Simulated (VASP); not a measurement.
# Si (P6_3/mmc) in VASP: further runs

Runs on Si. Level: PBE. Tasks: single point.

All numbers are computed with VASP 6.6.1; they aren't measurements. Logs are shortened: lines on timing, memory, paths and dates and some standing lists are left out, and cuts for length are marked.

### Step 1. The cell of the first run

Symmetry: P6_3/mmc, No. 194, hexagonal system. The conventional cell has a = 3.957 Å, b = 3.957 Å, c = 6.029 Å, α = 90.00°, β = 90.00°, γ = 120.00°. Within 3.1 Å of Si (site symmetry 3m) lie 4 Si at 2.37 Å.

This isn't the form of Si at room conditions, which is diamond.

### Step 2. Single point, PBE

File INCAR:

```
SYSTEM = Si
ALGO = Normal ; EDIFF = 1E-6
ENCUT = 520 ; GGA = PE
ISIF = 2 ; ISMEAR = 0
LASPH = .TRUE. ; LCHARG = .FALSE.
LREAL = .FALSE. ; LWAVE = .FALSE.
NBANDS = 16 ; NELM = 100
PREC = Accurate ; SIGMA = 0.05
```

File KPOINTS:

```
k-points
0
G
  12 12 6
  0 0 0
```

File POSCAR:

```
Si
1.0
    3.9567452140      0.0000000000      0.0000000000
   -1.9783726070      3.4266418716      0.0000000000
    0.0000000000      0.0000000000      6.0292883571
Si
4
Direct
    0.3333333333      0.6666666667      0.0535050491
    0.6666666667      0.3333333333      0.5535050491
    0.3333333333      0.6666666667      0.4464949509
    0.6666666667      0.3333333333      0.9464949509
```

Potentials or basis: VASP PAW PBE potentials, release 64 (Si).

Run with:

```sh
cat potpaw_PBE.64/Si/POTCAR > POTCAR
mpirun -np 1 vasp_std > vasp.out
```

OUTCAR:

```text
SYSTEM = Si
   EDIFF = 1E-6
   ENCUT = 520
   GGA = PE
   ISIF = 2
   ISMEAR = 0
   LASPH = .TRUE.
   LREAL = .FALSE.
   NELM = 100
   PREC = Accurate

 ion  position               nearest neighbor table
   1  0.333  0.667  0.054-   3 2.37   4 2.37   4 2.37   4 2.37
   2  0.667  0.333  0.554-   4 2.37   3 2.37   3 2.37   3 2.37
   3  0.333  0.667  0.446-   1 2.37   2 2.37   2 2.37   2 2.37
   4  0.667  0.333  0.946-   2 2.37   1 2.37   1 2.37   1 2.37

  LATTYP: Found a hexagonal cell.
 ALAT       =     3.9567452140
 C/A-ratio  =     1.5238000000

  Lattice vectors:

 A1 = (   3.9567452140,   0.0000000000,   0.0000000000)
 A2 = (  -1.9783726070,   3.4266418716,   0.0000000000)
 A3 = (   0.0000000000,   0.0000000000,   6.0292883571)

Analysis of symmetry for initial positions (statically):
=====================================================================
 Subroutine PRICEL returns:
 Original cell was already a primitive cell.

 Routine SETGRP: Setting up the symmetry group for a
 hexagonal supercell.

 Subroutine GETGRP returns: Found 24 space group operations
 (whereof 12 operations were pure point group operations)
 out of a pool of 24 trial point group operations.

The static configuration has the point symmetry D_3d.
 The point group associated with its full space group is D_6h.

Analysis of symmetry for dynamics (positions and initial velocities):
=====================================================================
 Subroutine PRICEL returns:
 Original cell was already a primitive cell.

 Routine SETGRP: Setting up the symmetry group for a
 hexagonal supercell.

 Subroutine GETGRP returns: Found 24 space group operations
 (whereof 12 operations were pure point group operations)
 out of a pool of 24 trial point group operations.

The dynamic configuration has the point symmetry D_3d.
 The point group associated with its full space group is D_6h.

 Subroutine INISYM returns: Found 24 space group operations
 (whereof 12 operations are pure point group operations),
 and found     1 'primitive' translations

----------------------------------------------------------------------------------------

                                     Primitive cell

  volume of cell :      81.7472

  direct lattice vectors                    reciprocal lattice vectors
     3.956745214  0.000000000  0.000000000     0.252732978  0.145915453  0.000000000
    -1.978372607  3.426641872  0.000000000     0.000000000  0.291830905  0.000000000
     0.000000000  0.000000000  6.029288357     0.000000000  0.000000000  0.165857053

  length of vectors
     3.956745214  3.956745214  6.029288357     0.291830905  0.291830905  0.165857053

  position of ions in fractional coordinates (direct lattice)
     0.333333333  0.666666667  0.053505049
     0.666666667  0.333333333  0.553505049
     0.333333333  0.666666667  0.446494951
     0.666666667  0.333333333  0.946494951

  ion indices of the primitive-cell ions
   primitive index   ion index
                 1           1
                 2           2
                 3           3
                 4           4

----------------------------------------------------------------------------------------

 KPOINTS: k-points

Automatic generation of k-mesh.
 Grid dimensions read from file:
 generate k-points for:   12   12    6

 Generating k-lattice:

  Cartesian coordinates                     Fractional coordinates (reciprocal lattice)
     0.021061081  0.012159621  0.000000000     0.083333333  0.000000000  0.000000000
     0.000000000  0.024319242  0.000000000     0.000000000  0.083333333  0.000000000
     0.000000000  0.000000000  0.027642842     0.000000000  0.000000000  0.166666667

  Length of vectors
     0.024319242  0.024319242  0.027642842

  Shift w.r.t. Gamma in fractional coordinates (k-lattice)
     0.000000000  0.000000000  0.000000000

 Subroutine IBZKPT returns following result:
 ===========================================

 Found     76 irreducible k-points:

 Following reciprocal coordinates:
            Coordinates               Weight
  0.000000  0.000000  0.000000      1.000000
  0.083333 -0.000000  0.000000      6.000000
  0.166667 -0.000000  0.000000      6.000000
  0.250000 -0.000000  0.000000      6.000000
  0.333333  0.000000  0.000000      6.000000
  0.416667 -0.000000  0.000000      6.000000
[... 16 lines left out ...]
  0.250000 -0.000000  0.166667     12.000000
  0.333333  0.000000  0.166667     12.000000
 [... further k-points ...]
   k-points           NKPTS =     76   k-points in BZ     NKDIM =     76   number of bands    NBANDS=     16
   number of dos      NEDOS =    301   number of ions     NIONS =      4
   total plane-waves  NPLWV =  43200
   dimension x,y,z NGX =    30 NGY =   30 NGZ =   48
   dimension x,y,z NGXF=    60 NGYF=   60 NGZF=   96
   ions per type =               4
   NGX,Y,Z   is equivalent  to a cutoff of  12.60, 12.60, 13.24 a.u.
   NGXF,Y,Z  is equivalent  to a cutoff of  25.21, 25.21, 26.47 a.u.
 SYSTEM =  Si
   PREC   = accura    normal or accurate (medium, high low for compatibility)
   ISTART =      0    job   : 0-new  1-cont  2-samecut
   ICHARG =      2    charge: 1-file 2-atom 10-const
   ISPIN  =      1    spin polarized calculation?
   LNONCOLLINEAR =      F non collinear calculations
   LSORBIT =      F    spin-orbit coupling
   LASPH  =      T    aspherical Exc in radial PAW
   ENCUT  =  520.0 eV  38.22 Ry    6.18 a.u.   7.36  7.36 11.21*2*pi/ulx,y,z
   NELM   =    100;   NELMIN=  2; NELMDL= -5     # of ELM steps
   EDIFF  = 0.1E-05   stopping-criterion for ELM
   LREAL  =      F    real-space projection
   EDIFFG = 0.1E-04   stopping-criterion for IOM
   NSW    =      0    number of steps for IOM
   IBRION =     -1    ionic relax: 0-MD 1-quasi-New 2-CG
   NFREE  =      0    steps in history (QN), initial steepest desc. (CG)
   ISIF   =      2    stress and relaxation
   ISYM   =      2    0-nonsym 1-usesym 2-fastsym
   POTIM  = 0.5000    time-step for ionic-motion
   TEBEG  =    0.0;   TEEND  =   0.0 temperature during run
   PSTRESS=    0.0 pullay stress
   NELECT =      16.0000    total number of electrons
   NUPDOWN=      -1.0000    fix difference up-down
   EMIN   =  10.00;   EMAX   =-10.00  energy-range for DOS
   EFERMI =   0.00;   METHOD = LEGACY
   ISMEAR =     0;   SIGMA  =   0.05  broadening in eV -4-tet -1-fermi 0-gaus
   EFERMI_NEDOS =   21; number of points for ismear=-14 and -15
   IALGO  =     38    algorithm
   IMIX   =      4    mixing-type and parameters
     AMIX     =   0.40;   BMIX     =  1.00
     AMIX_MAG =   1.60;   BMIX_MAG =  1.00
  volume/ion in A,a.u.               =      20.44       137.91
  Fermi-wavevector in a.u.,A,eV,Ry     =   0.950511  1.796206 12.292475  0.903471
  Thomas-Fermi vector in A             =   2.078895
   LORBIT       =      0    0 simple, 1 ext, 2 COOP (PROOUT), +10 PAW based schemes
   GGA     = PE    functional components
   LHFCALC =     F    Hartree Fock is set to
   AEXX    =    0.0000 exact exchange contribution
   IVDW    =     0    specifies the selected vdW correction
   LEPSILON=     F    determine dielectric tensor
   LRPA    =     F    only Hartree local field effects (RPA)
 non-spin polarized calculation
 Gauss-broadening in eV      SIGMA  =   0.05
  energy-cutoff  :      520.00
  volume of cell :       81.75
 maximum number of plane-waves:      2243
 NGX is ok and might be reduce to    30
   NGX = 15   NGY = 15   NGZ = 23

 number of electron      15.9999999 magnetization

 Free energy of the ion-electron system (eV)
  ---------------------------------------------------
  ext. energy  EPLUGINS =         0.00000000
  ---------------------------------------------------
  free energy    TOTEN  =       -21.44117693 eV

  energy without entropy =      -21.44081520  energy(sigma->0) =      -21.44099607

 E-fermi :   5.8919     XC(G=0):  -9.3215

 val. band max:        5.8288446246   @ k =   0.5000  -0.0000   0.0000
 cond. band min:       5.8951794366   @ k =   0.0000   0.0000   0.1667
 fundamental gap:      0.0663348120
 Fermi energy:         5.8918683345

 k-point     1 :       0.0000    0.0000    0.0000
  band No.  band energies     occupation
      1      -6.2153      2.00000
      2      -3.5926      2.00000
      3      -0.9365      2.00000
      4       3.8726      2.00000
      5       3.8726      2.00000
      6       5.6454      2.00000
[... 8 lines left out ...]
     15       9.9104      0.00000
     16      11.5498      0.00000

 k-point     2 :       0.0833   -0.0000    0.0000
  band No.  band energies     occupation
      1      -6.1403      2.00000
      2      -3.5163      2.00000
      3      -0.9070      2.00000
      4       3.1754      2.00000
      5       3.7262      2.00000
      6       5.0571      2.00000
[... 8 lines left out ...]
     15      10.1901      0.00000
     16      11.1631      0.00000

 k-point     3 :       0.1667   -0.0000    0.0000
  band No.  band energies     occupation
      1      -5.9172      2.00000
      2      -3.2891      2.00000
      3      -0.8587      2.00000
      4       2.0882      2.00000
      5       3.3942      2.00000
      6       3.9122      2.00000
[... 8 lines left out ...]
     15      10.9413      0.00000
     16      11.0584      0.00000

 k-point     4 :       0.2500   -0.0000    0.0000
  band No.  band energies     occupation
      1      -5.5536      2.00000
      2      -2.9174      2.00000
      3      -0.9685      2.00000
      4       1.2675      2.00000
      5       2.6972      2.00000
      6       3.0374      2.00000
[... 8 lines left out ...]
     15      11.3809      0.00000
     16      12.0185      0.00000

 k-point     5 :       0.3333    0.0000    0.0000
  band No.  band energies     occupation
      1      -5.0691      2.00000
      2      -2.4188      2.00000
      3      -1.4888      2.00000
      4       1.0477      2.00000
      5       1.5577      2.00000
      6       2.7460      2.00000
[... 8 lines left out ...]
     15      12.2362      0.00000
     16      13.0438      0.00000

 k-point     6 :       0.4167   -0.0000    0.0000
  band No.  band energies     occupation
      1      -4.5281      2.00000
      2      -2.2131      2.00000
      3      -1.8539      2.00000
      4       0.5972      2.00000
      5       1.2439      2.00000
      6       2.5602      2.00000
[... 8 lines left out ...]
     15      13.2194      0.00000
     16      13.3241      0.00000

 k-point     7 :       0.5000   -0.0000    0.0000
  band No.  band energies     occupation
      1      -4.2109      2.00000
      2      -2.6135      2.00000
      3      -1.5141      2.00000
      4       0.1239      2.00000
      5       1.4058      2.00000
      6       2.4967      2.00000
[... 8 lines left out ...]
     15      13.1465      0.00000
     16      13.7023      0.00000

 k-point     8 :       0.0833    0.0833    0.0000
  band No.  band energies     occupation
      1      -5.9912      2.00000
      2      -3.3645      2.00000
      3      -0.8666      2.00000
      4       2.4067      2.00000
      5       3.4059      2.00000
      6       4.2661      2.00000
[... 8 lines left out ...]
     15      10.8555      0.00000
     16      11.1146      0.00000

 k-point     9 :       0.1667    0.0833    0.0000
  band No.  band energies     occupation
      1      -5.6973      2.00000
      2      -3.0645      2.00000
      3      -0.8855      2.00000
      4       1.5671      2.00000
      5       2.9388      2.00000
      6       3.1852      2.00000
[... 8 lines left out ...]
     15      10.7041      0.00000
     16      11.1648      0.00000
[... 172 lines left out ...]
 k-point    19 :       0.3333    0.3333    0.0000
  band No.  band energies     occupation
      1      -3.2823      2.00000
      2      -3.2823      2.00000
      3      -0.5339      2.00000
      4      -0.5339      2.00000
      5       0.6694      2.00000
      6       2.4329      2.00000
[... 8 lines left out ...]
     15      12.4229      0.00000
     16      12.4229      0.00000

 k-point    20 :       0.0000    0.0000    0.1667
  band No.  band energies     occupation
      1      -6.1148      2.00000
      2      -3.9835      2.00000
      3      -0.3670      2.00000
      4       3.9528      2.00000
      5       3.9528      2.00000
      6       5.4109      2.00000
[... 8 lines left out ...]
     15      10.0852      0.00000
     16      11.8811      0.00000

 k-point    21 :       0.0833   -0.0000    0.1667
  band No.  band energies     occupation
      1      -6.0398      2.00000
      2      -3.9089      2.00000
      3      -0.3423      2.00000
      4       3.2723      2.00000
      5       3.8072      2.00000
      6       4.6519      2.00000
[... 8 lines left out ...]
     15      10.1003      0.00000
     16      11.7142      0.00000

 k-point    22 :       0.1667   -0.0000    0.1667
  band No.  band energies     occupation
      1      -5.8171      2.00000
      2      -3.6877      2.00000
      3      -0.3209      2.00000
      4       2.2225      2.00000
      5       3.4768      2.00000
      6       3.5182      2.00000
[... 8 lines left out ...]
     15      10.7540      0.00000
     16      11.5214      0.00000

 k-point    23 :       0.2500   -0.0000    0.1667
  band No.  band energies     occupation
      1      -5.4542      2.00000
      2      -3.3303      2.00000
      3      -0.5291      2.00000
      4       1.5123      2.00000
      5       2.3266      2.00000
      6       3.1211      2.00000
[... 8 lines left out ...]
     15      11.5431      0.00000
     16      11.8325      0.00000

 k-point    24 :       0.3333    0.0000    0.1667
  band No.  band energies     occupation
      1      -4.9710      2.00000
      2      -2.8720      2.00000
      3      -1.1590      2.00000
      4       1.1950      2.00000
      5       1.4475      2.00000
      6       2.8304      2.00000
[... 8 lines left out ...]
     15      12.3489      0.00000
     16      12.7787      0.00000

 [... further k-points ...]
[... 5 lines left out ...]
  --------------------------------------------------------------------------------------
  -------------------------------------------------------------------------------------
  Total       -1.8403798     -1.8403798      3.4804991      0.0000000     -0.0000000      0.0000000
  in kB      -36.0699211    -36.0699211     68.2149006      0.0000000     -0.0000000      0.0000000
  external PRESSURE =      -1.3083139 kB  Pullay stress =       0.0000000 kB

 VOLUME and BASIS-vectors are now :
 -----------------------------------------------------------------------------
  energy-cutoff  :      520.00
  volume of cell :       81.75
      direct lattice vectors                 reciprocal lattice vectors
     3.956745214  0.000000000  0.000000000     0.252732978  0.145915453  0.000000000
    -1.978372607  3.426641872  0.000000000     0.000000000  0.291830905  0.000000000
     0.000000000  0.000000000  6.029288357     0.000000000  0.000000000  0.165857053

 POSITION                                       TOTAL-FORCE (eV/Angst)
 -----------------------------------------------------------------------------------
     -0.00000      2.28443      0.32260         0.000000      0.000000      0.510843
      1.97837      1.14221      3.33724        -0.000000     -0.000000      0.510843
     -0.00000      2.28443      2.69205        -0.000000      0.000000     -0.510843
      1.97837      1.14221      5.70669         0.000000     -0.000000     -0.510843
 -----------------------------------------------------------------------------------
    total drift:                                0.000000     -0.000000      0.000000

  FREE ENERGIE OF THE ION-ELECTRON SYSTEM (eV)
  ---------------------------------------------------
  free  energy   TOTEN  =       -21.4411769336 eV

  energy  without entropy=      -21.4408151967  energy(sigma->0) =      -21.44099607
```

Run time: 2.5 min. Hardware: 1 thread of Intel Xeon 8259CL, shared host; peak memory 0.23 GiB.

Results:

* Free energy: -21.4412 eV
* Pressure: -0.1 GPa
* Largest force: 0.511 eV/Å
* Band gap on the k mesh: zero (bands 8 and 9 overlap by 0.12 eV)

Forces in eV/Å, atoms in the order of the input:
```
Si   0.000  0.000  0.511
Si   0.000  0.000  0.511
Si   0.000  0.000 -0.511
Si   0.000  0.000 -0.511
```

Levels at points of the mesh, in eV from the Fermi level:
| k point | band 6 | band 7 | band 8 | band 9 | band 10 | band 11 |
| --- | --- | --- | --- | --- | --- | --- |
| (0.00, 0.00, 0.00) | -0.25 | -0.25 | -0.11 | 0.29 | 1.67 | 1.67 |
| (0.50, 0.00, 0.00) | -3.40 | -2.78 | -1.51 | -0.06 | 2.30 | 3.19 |
| (0.00, 0.00, 0.50) | -1.34 | -1.34 | -1.34 | 0.91 | 0.91 | 2.68 |
| (0.50, 0.00, 0.50) | -2.67 | -1.92 | -1.92 | 0.85 | 0.85 | 1.92 |

Caveat: the stress differs along the axes, from -4 to 7 GPa; semilocal functionals underestimate gaps, and a narrow one can read as zero.

(Part 1 of 2 ends here.)

The gap in the log of VASP goes by the Fermi energy; the results here count the filled bands.